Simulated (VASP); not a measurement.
# Si4N in VASP: a series of runs, part 2 of 2

VASP 6.6.1. The steps go on from the part before.

### 3 Single point, PBE+D3(BJ), collinear spin, ferromagnetic start

Input file INCAR:

```
PREC = Accurate
ENCUT = 520
EDIFF = 1E-6
ISMEAR = 0
SIGMA = 0.05
LREAL = F
LASPH = T
NELM = 150
ALGO = Normal
ISIF = 2
LWAVE = F
LCHARG = F
ISPIN = 2
MAGMOM = 0 0 0 0 3
LORBIT = 11
LDIPOL = T
IDIPOL = 3
DIPOL = 0.5 0.5 0.335
GGA = PE
IVDW = 12
NBANDS = 22
```

Input file KPOINTS:

```
Automatic mesh
0
Gamma
  7 7 1
```

Input file POSCAR:

```
Si4N
1.0
    3.8333442755      0.0000000000      0.0000000000
    0.0000000000      3.8333442755      0.0000000000
    0.0000000000      0.0000000000     21.1034818114
Si N
4 1
Direct
    0.0000000000      0.5000000000      0.1895421825
    0.0000000000      0.0000000000      0.2537634269
    0.5000000000      0.0000000000      0.3207061922
    0.5000000000      0.5000000000      0.3839879070
    1.0000000000      0.5000000000      0.5261445439
```

Potentials or basis: VASP PAW PBE potentials, release 64 (Si, N).

Started as:

```
> cat potpaw_PBE.64/Si/POTCAR potpaw_PBE.64/N/POTCAR > POTCAR
> mpirun -np 1 vasp_std > vasp.out
```

OUTCAR:

```text
PREC = Accurate
   ENCUT = 520
   EDIFF = 1E-6
   ISMEAR = 0
   LREAL = F
   LASPH = T
   NELM = 150
   ISIF = 2
   ISPIN = 2
   LORBIT = 11
   GGA = PE
   IVDW = 12
 IVDW          = 12

 ion  position               nearest neighbor table
   1  0.000  0.500  0.190-   2 2.35   2 2.35
   2  0.000  0.000  0.254-   1 2.35   1 2.35   3 2.38   3 2.38
   3  0.500  0.000  0.321-   4 2.34   4 2.34   2 2.38   2 2.38
   4  0.500  0.500  0.384-   3 2.34   3 2.34
   5  0.000  0.500  0.526-

  LATTYP: Found a simple tetragonal cell.
 ALAT       =     3.8333442755
 C/A-ratio  =     5.5052404101

  Lattice vectors:

 A1 = (   3.8333442755,   0.0000000000,   0.0000000000)
 A2 = (   0.0000000000,   3.8333442755,   0.0000000000)
 A3 = (   0.0000000000,   0.0000000000,  21.1034818114)

Analysis of symmetry for initial positions (statically):
=====================================================================
 Subroutine PRICEL returns:
 Original cell was already a primitive cell.

 Routine SETGRP: Setting up the symmetry group for a
 simple tetragonal supercell.

 Subroutine GETGRP returns: Found  4 space group operations
 (whereof  4 operations were pure point group operations)
 out of a pool of 16 trial point group operations.

The static configuration has the point symmetry C_2v.

Analysis of symmetry for dynamics (positions and initial velocities):
=====================================================================
 Subroutine PRICEL returns:
 Original cell was already a primitive cell.

 Routine SETGRP: Setting up the symmetry group for a
 simple tetragonal supercell.

 Subroutine GETGRP returns: Found  4 space group operations
 (whereof  4 operations were pure point group operations)
 out of a pool of 16 trial point group operations.

The dynamic configuration has the point symmetry C_2v.

Analysis of structural, dynamic, and magnetic symmetry:
=====================================================================
 Subroutine PRICEL returns:
 Original cell was already a primitive cell.

 Routine SETGRP: Setting up the symmetry group for a
 simple tetragonal supercell.

 Subroutine GETGRP returns: Found  4 space group operations
 (whereof  4 operations were pure point group operations)
 out of a pool of 16 trial point group operations.

The overall configuration has the point symmetry C_2v.

 Subroutine INISYM returns: Found  4 space group operations
 (whereof  4 operations are pure point group operations),
 and found     1 'primitive' translations

----------------------------------------------------------------------------------------

                                     Primitive cell

  volume of cell :     310.1057

  direct lattice vectors                    reciprocal lattice vectors
     3.833344276  0.000000000  0.000000000     0.260868821  0.000000000  0.000000000
     0.000000000  3.833344276  0.000000000     0.000000000  0.260868821  0.000000000
     0.000000000  0.000000000 21.103481811     0.000000000  0.000000000  0.047385546

  length of vectors
     3.833344276  3.833344276 21.103481811     0.260868821  0.260868821  0.047385546
[... 84 lines left out ...]
   ISIF   =      2    stress and relaxation
   ISYM   =      2    0-nonsym 1-usesym 2-fastsym
   POTIM  = 0.5000    time-step for ionic-motion
   TEBEG  =    0.0;   TEEND  =   0.0 temperature during run
   PSTRESS=    0.0 pullay stress
   NELECT =      21.0000    total number of electrons
   NUPDOWN=      -1.0000    fix difference up-down
   EMIN   =  10.00;   EMAX   =-10.00  energy-range for DOS
   EFERMI =   0.00;   METHOD = LEGACY
   ISMEAR =     0;   SIGMA  =   0.05  broadening in eV -4-tet -1-fermi 0-gaus
   EFERMI_NEDOS =   21; number of points for ismear=-14 and -15
   IALGO  =     38    algorithm
   IMIX   =      4    mixing-type and parameters
     AMIX     =   0.40;   BMIX     =  1.00
     AMIX_MAG =   1.60;   BMIX_MAG =  1.00
  volume/ion in A,a.u.               =      62.02       418.54
  Fermi-wavevector in a.u.,A,eV,Ry     =   0.667285  1.260986  6.058256  0.445269
  Thomas-Fermi vector in A             =   1.741845
   LORBIT       =     11    0 simple, 1 ext, 2 COOP (PROOUT), +10 PAW based schemes
   GGA     = PE    functional components
   LHFCALC =     F    Hartree Fock is set to
   AEXX    =    0.0000 exact exchange contribution
   IVDW    =    12    specifies the selected vdW correction
   LEPSILON=     F    determine dielectric tensor
   LRPA    =     F    only Hartree local field effects (RPA)
 spin polarized calculation
 Gauss-broadening in eV      SIGMA  =   0.05
  energy-cutoff  :      520.00
  volume of cell :      310.11
 maximum number of plane-waves:      8388
 NGX is ok and might be reduce to    30
   NGX = 15   NGY = 15   NGZ = 79

 dipolmoment           0.000000      0.000000     -0.001722 electrons x Angstroem

 number of electron      21.0000001 magnetization       2.6347846

 dipolmoment           0.000000      0.000000      0.047593 electrons x Angstroem

 Free energy of the ion-electron system (eV)
  ---------------------------------------------------
  ext. energy  EPLUGINS =         0.00000000
  ---------------------------------------------------
  free energy    TOTEN  =       -21.27488155 eV

  energy without entropy =      -21.27212015  energy(sigma->0) =      -21.27350085

 E-fermi :  -2.4076     XC(G=0):  -3.8844

 val. band max:       -2.4149334767   @ k =   0.4286   0.4286   0.0000
 cond. band min:      -2.3568697600   @ k =   0.4286   0.2857   0.0000
 fundamental gap:      0.0580637167
 Fermi energy:        -2.4075921445

 spin component 1

 k-point     1 :       0.0000    0.0000    0.0000
  band No.  band energies     occupation
      1     -16.4367      1.00000
      2     -13.2482      1.00000
      3     -11.0965      1.00000
      4      -7.7830      1.00000
      5      -5.0143      1.00000
      6      -4.6128      1.00000
[... 389 lines left out ...]
     21       5.4199      0.00000
     22       6.1808      0.00000
 Fermi energy:        -2.4075921445

 spin component 2

 k-point     1 :       0.0000    0.0000    0.0000
  band No.  band energies     occupation
      1     -13.2906      1.00000
      2     -12.0875      1.00000
      3     -11.1472      1.00000
      4      -7.8370      1.00000
      5      -4.3428      1.00000
      6      -4.1069      1.00000
[... 389 lines left out ...]
     21       5.4481      0.00000
     22       6.2674      0.00000

------------------------ aborting loop because EDIFF is reached ----------------------------------------

 vacuum level on the upper side and lower side of the slab       (xc-potential included)         0.285        -0.286

 Edisp (eV)   -0.99240

 E8    (eV) :    -0.4220

  FORCE on cell =-STRESS in cart. coord.  units (eV):
  Direction    XX          YY          ZZ          XY          YZ          ZX
  --------------------------------------------------------------------------------------
  -------------------------------------------------------------------------------------
  Total      -3.92404    -1.13616    -1.13663     0.00000     0.00000     0.00000
  in kB     -20.27377    -5.87002    -5.87248     0.00000     0.00000     0.00000
  external pressure =      -10.67 kB  Pullay stress =        0.00 kB

 VOLUME and BASIS-vectors are now :
 -----------------------------------------------------------------------------
  energy-cutoff  :      520.00
  volume of cell :      310.11
      direct lattice vectors                 reciprocal lattice vectors
     3.833344276  0.000000000  0.000000000     0.260868821  0.000000000  0.000000000
     0.000000000  3.833344276  0.000000000     0.000000000  0.260868821  0.000000000
     0.000000000  0.000000000 21.103481811     0.000000000  0.000000000  0.047385546

 POSITION                                       TOTAL-FORCE (eV/Angst)
 -----------------------------------------------------------------------------------
      0.00000      1.91667      4.00000         0.000000      0.000000      0.088417
      0.00000      0.00000      5.35529         0.000000      0.000000      0.035024
      1.91667      0.00000      6.76802         0.000000      0.000000     -0.037007
      1.91667      1.91667      8.10348         0.000000      0.000000      0.145657
      0.00000      1.91667     11.10348         0.000000      0.000000     -0.232091
 -----------------------------------------------------------------------------------
    total drift:                                0.000000      0.000000      0.000227

  FREE ENERGIE OF THE ION-ELECTRON SYSTEM (eV)
  ---------------------------------------------------
  free  energy   TOTEN  =       -22.2672808745 eV

  energy  without entropy=      -22.2645194767  energy(sigma->0) =      -22.26590018

 vacuum level on the upper side and lower side of the slab         3.513         2.927

 total charge

# of ion       s       p       d       tot
------------------------------------------
    1        0.863   0.721   0.000   1.584
    2        0.776   0.894   0.000   1.669
    3        0.775   0.898   0.000   1.673
    4        0.861   0.719   0.000   1.580
    5        1.363   1.911   0.000   3.275
--------------------------------------------------
tot          4.638   5.142   0.000   9.781

 magnetization (x)

# of ion       s       p       d       tot
------------------------------------------
    1       -0.000  -0.016   0.000  -0.016
    2        0.001  -0.013   0.000  -0.012
    3        0.003  -0.013   0.000  -0.009
    4       -0.000  -0.051   0.000  -0.051
    5        0.038   1.852   0.000   1.890
--------------------------------------------------
tot          0.042   1.760   0.000   1.801
```

Wall time 12 min (1 thread of Intel Xeon 8259CL, shared host); peak memory 0.57 GiB.

Results:

| Property | Result |
| --- | --- |
| Free energy | -22.2673 eV |
| Largest force | 0.232 eV/Å |
| Net moment | 2.63 μB per cell |
| Site moments | Si -0.02, -0.01, -0.05 (each value once); N +1.89 μB |
| Valence electrons inside the program's atomic spheres | Si 1.58, 1.67 (each value once); N 3.27 |
| Dispersion energy per atom | -0.198 eV |

Forces in eV/Å, atoms in the order of the input:
```
Si   0.000  0.000  0.088
Si   0.000  0.000  0.035
Si   0.000  0.000 -0.037
Si   0.000  0.000  0.146
N    0.000  0.000 -0.232
```

Levels at points of the mesh, in eV from the Fermi level:
Spin up:
| k point | band 8 | band 9 | band 10 | band 11 | band 12 | band 13 | band 14 | band 15 | band 16 | band 17 |
| --- | --- | --- | --- | --- | --- | --- | --- | --- | --- | --- |
| (0.00, 0.00, 0.00) | -1.89 | -1.65 | -1.35 | -0.52 | 0.61 | 1.39 | 1.88 | 2.04 | 3.10 | 3.42 |
Spin down:
```
           k point  band 6  band 7  band 8  band 9  band 10  band 11  band 12  band 13
(0.00, 0.00, 0.00)   -1.70   -1.68   -0.56    0.24     1.31     1.57     1.84     2.03
```
